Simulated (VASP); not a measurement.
Runs of VASP 6.6.1 on CdS (Hawleyite). The structure is that of space group F-43m (No. 216), or close to it. The cells are those of the table. 

```csv
cell,gap on the mesh (eV),pressure (GPa)
"a = 4.157 Å, angles 60.0°, 2 atoms",1.09,(c)
"a = 4.013 Å, angles 60.0°, 2 atoms",1.31,(a)
"a = 4.086 Å, angles 60.0°, 2 atoms",1.20,(b)
"a = 4.225 Å, angles 60.0°, 2 atoms",0.98,-0.9
```

Alike in all rows: task single point; level PBE; potentials or basis VASP PAW PBE potentials, release 64 (Cd, S); no spin polarisation; k mesh 4 × 4 × 4; cutoff (eV) 500; smearing gaussian 0.01 eV.

Task: Estimate the missing entries.

Result: (a) 10.1; (b) 5.4; (c) 1.9.

Caveats: all runs use coarse meshes.

A k mesh can miss the band edges, and the runs leave out spin-orbit coupling on Cd.
